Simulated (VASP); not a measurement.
Here is a VASP 6.6.1 calculation.

Contents of INCAR:

```
SYSTEM = TiTe2
PREC     = Accurate       ! precision mode
ENCUT    = 520            ! plane-wave cutoff, eV
EDIFF    = 1E-7           ! SCF threshold, eV
ISMEAR   = 0              ! smearing method
SIGMA    = 0.1            ! smearing width, eV
LREAL    = .FALSE.        ! projectors in reciprocal space
LASPH    = .TRUE.         ! aspherical terms in the spheres
NELM     = 80             ! most SCF steps
ALGO     = Normal         ! electronic algorithm
ISIF     = 2              ! what is computed and relaxed
LWAVE    = .FALSE.        ! write WAVECAR
LCHARG   = .TRUE.         ! write CHGCAR
GGA      = PE             ! functional
LELF     = .TRUE.         ! ELF
LVHAR    = .TRUE.       
NBANDS   = 19             ! bands
```

The input KPOINTS:

```
Automatic mesh
0
G
  12 12 8
  0 0 0
```

Contents of POSCAR:

```
TiTe2
1.0
    3.7690233819     -0.0000000029      0.0000000000
   -1.8845116884      3.2640699976      0.0000000000
    0.0000000000      0.0000000000      6.8976564415
Ti Te
1 2
Direct
    0.0000000000      0.0000000000      0.0000000000
    0.6666666667      0.3333333333      0.2508710822
    0.3333333333      0.6666666667      0.7491289178
```

Potentials or basis: VASP PAW PBE potentials, release 64 (Ti_sv, Te).

Run with:

```console
$ cat potpaw_PBE.64/Ti_sv/POTCAR potpaw_PBE.64/Te/POTCAR > POTCAR
$ mpirun -np 1 vasp_std > vasp.out
```

Problem. Estimate the largest force.

Solution. 0.010 eV/Å.

Problem. Predict the band gap on the k mesh.

Solution. Zero (band 12 reaches 6.56 eV, above the bottom of band 13 at 5.90 eV).

Problem. What does it give for the pressure?

Solution. 0.0 GPa.

Forces on the atoms (eV/Å):
```
Ti   0.000  0.000  0.000
Te   0.000  0.000  0.010
Te   0.000  0.000 -0.010
```

Caveat: spin-orbit coupling is left out, which moves the levels of the heavy elements; this functional lacks dispersion, which binds the layers, so the pressure and a relaxed spacing across them are unreliable.
